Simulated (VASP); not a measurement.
Set up this calculation in VASP 6.6.1, as the native input.

```yaml
Task: single point
Functional: PBE
Potentials_or_basis: VASP PAW PBE potentials, release 64 (O, H, C, N)
Cutoff: 520 eV
k_mesh: 1 × 1 × 1
Occupations: fermi-dirac, width 0.05 eV
Spin: no spin polarisation
Dipole_correction: no
Further_INCAR_settings: LREAL = Auto; ALGO = Normal; EDIFF = 1e-06; NBANDS = 50
```

The structure of H15C2NO6 lies in POSCAR:

```
H15C2NO6
1.0
    6.4392770000      0.0000000000      0.0000000000
    0.0000000000      6.4392770000      0.0000000000
    0.0000000000      0.0000000000      6.4392770000
O H C N
6 15 2 1
Direct
    0.6630247464      0.1871483398      0.7466987365
    0.4758298175      0.3113237713      0.1572847386
    0.4458575085      0.5677966641      0.8519124119
    0.1219702150      0.4674903720      0.4202956326
    0.6877480189      0.5463812164      0.4650366804
    0.4323156156      0.8321275820      0.2719249382
    0.8110071985      0.1569430854      0.7604425155
    0.6663015118      0.3149577196      0.6573719379
    0.4580017291      0.3232661058      0.0033544139
    0.4780195044      0.1587290002      0.2144029524
    0.5074327444      0.6568594580      0.9575609187
    0.5455115535      0.5722070972      0.7480342902
    0.2326348129      0.4473949482      0.5111598709
    0.1511970987      0.3834126098      0.2989155460
    0.6186253519      0.5251365953      0.3408767786
    0.8387121722      0.5613052521      0.4239761700
    0.3219305521      0.7926821598      0.3716411019
    0.5714927312      0.8268940752      0.3479583189
    0.0352834643      0.0551148832      0.7259821250
    0.2693159496     -0.0446944587      0.8476572758
    0.0779901222     -0.2320912736      0.7815939585
    0.1019834991     -0.0648054122      0.8418802297
   -0.0096128805     -0.0382185764      1.0458006388
   -0.1232591796     -0.0308575015      1.1886893513
```

The input as run:

INCAR

```
SYSTEM = H15C2NO6
  PREC = Accurate
  ENCUT = 520
  EDIFF = 1E-6
  ISMEAR = -1
  SIGMA = 0.05
  LREAL = Auto
  LASPH = .True.
  NELM = 60
  ALGO = Normal
  ISIF = 2
  LWAVE = .False.
  LCHARG = .False.
  GGA = PE
  NBANDS = 50
```

KPOINTS

```
Automatic mesh
0
Gamma
  1 1 1
  0 0 0
```

Potentials or basis: VASP PAW PBE potentials, release 64 (O, H, C, N).

Launch:

```bash
$ cat potpaw_PBE.64/O/POTCAR potpaw_PBE.64/H/POTCAR potpaw_PBE.64/C/POTCAR potpaw_PBE.64/N/POTCAR > POTCAR
$ mpirun -np 1 vasp_gam > vasp.out
```

It gave:

```
Pressure               : -1.0 GPa
Largest force          : 3.974 eV/Å
Band gap on the k mesh : 4.20 eV
```

Caveat: the k points lie up to 0.98 Å⁻¹ apart.

It took 33 s on 1 thread of AMD EPYC 7R13 Processor (Zen 3), on a shared host, peak memory 0.26 GiB.
